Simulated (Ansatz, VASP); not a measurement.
## ScAl3N4 in VASP and in Ansatz

```
Sc Al N
1.0
     4.83225   -2.78990    0.00000
    -3.22150    0.00000   -5.06150
     3.22150    5.57980    0.00000
Sc Al N
2 6 8
Cartesian
  1.6107 -0.9300 0.0000
  3.2215 -1.8599 -2.5307
  4.8322 -0.9300 0.0000
  3.2215 1.8599 0.0000
  6.4430 1.8599 0.0000
  1.6108 0.9300 -2.5307
  4.8323 0.9300 -2.5307
  3.2215 3.7199 -2.5307
  1.6107 -0.9300 -3.1280
  0.0000 1.8599 -3.1280
  3.2215 1.8599 -3.1280
  1.6107 4.6498 -3.1280
  3.2215 -1.8599 -0.5973
  1.6108 0.9300 -0.5973
  4.8323 0.9300 -0.5973
  3.2215 3.7199 -0.5973
```

Alike in both runs: task single point; functional r2SCAN; k mesh 4 × 4 × 4; occupations gaussian, width 0.1 eV; no spin polarisation.

```csv
,VASP,Ansatz
version,VASP 6.6.1,Ansatz 0.2.0
potentials or method,"VASP PAW PBE potentials, release 64 (Sc_sv, Al, N), cutoff 520 eV","scalar-relativistic, plane waves, PAW"
valence electrons in the cell,80,80
```

Ansatz gave:

| Quantity | Value |
| --- | --- |
| gap on the k mesh at the Fermi level (eV) | 4.51 |
| least direct gap on the mesh (eV) | 4.56 |
| pressure (GPa) | 2.3 |
| rms of the force components (eV/Å) | 1.265 |

Problem. What did VASP give for the same quantities?

Solution. gap on the k mesh at the Fermi level (eV): 4.55; least direct gap on the mesh (eV): 4.60; pressure (GPa): 2.6; rms of the force components (eV/Å): 1.314.

VASP's potentials were made for PBE, not for r2SCAN.
